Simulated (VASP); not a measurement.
P, 1 atom in the cell. Symmetry: Im-3m, No. 229, cubic system. Conventional cell: a = 2.582 Å, b = 2.582 Å, c = 2.582 Å, α = 90.00°, β = 90.00°, γ = 90.00°. Within 3.0 Å of P (site symmetry m-3m) lie 14 P at 2.24 to 2.58 Å.  This cell differs from its parent crystal: volume scaled by 0.640.

- Program: VASP 6.6.1
- Task: single point
- Functional: PBE
- Dispersion: D3(BJ)
- Potentials or basis: VASP PAW PBE potentials, release 64 (P)
- Cutoff: 520 eV
- k mesh: 24 × 24 × 24
- Occupations: gaussian, width 0.05 eV
- Spin: no spin polarisation
- Dipole correction: no
- Further INCAR settings: ALGO = Normal; EDIFF = 1e-06; NBANDS = 8

Potentials or basis: VASP PAW PBE potentials, release 64 (P).

Run with:

```sh
$ cat potpaw_PBE.64/P/POTCAR > POTCAR
$ mpirun -np 1 vasp_std > vasp.out
```

Hardware: 1 thread of Intel(R) Xeon(R) Platinum 8259CL CPU @ 2.50GHz (Skylake/Cascade Lake), with other jobs on the host.

Q: How long does it take, and how much memory?

A: Wall time 17 s on 1 thread of Intel(R) Xeon(R) Platinum 8259CL CPU @ 2.50GHz (Skylake/Cascade Lake), with other jobs on the host, peak memory 0.14 GiB. Counts: scf iterations 10, k points 413.
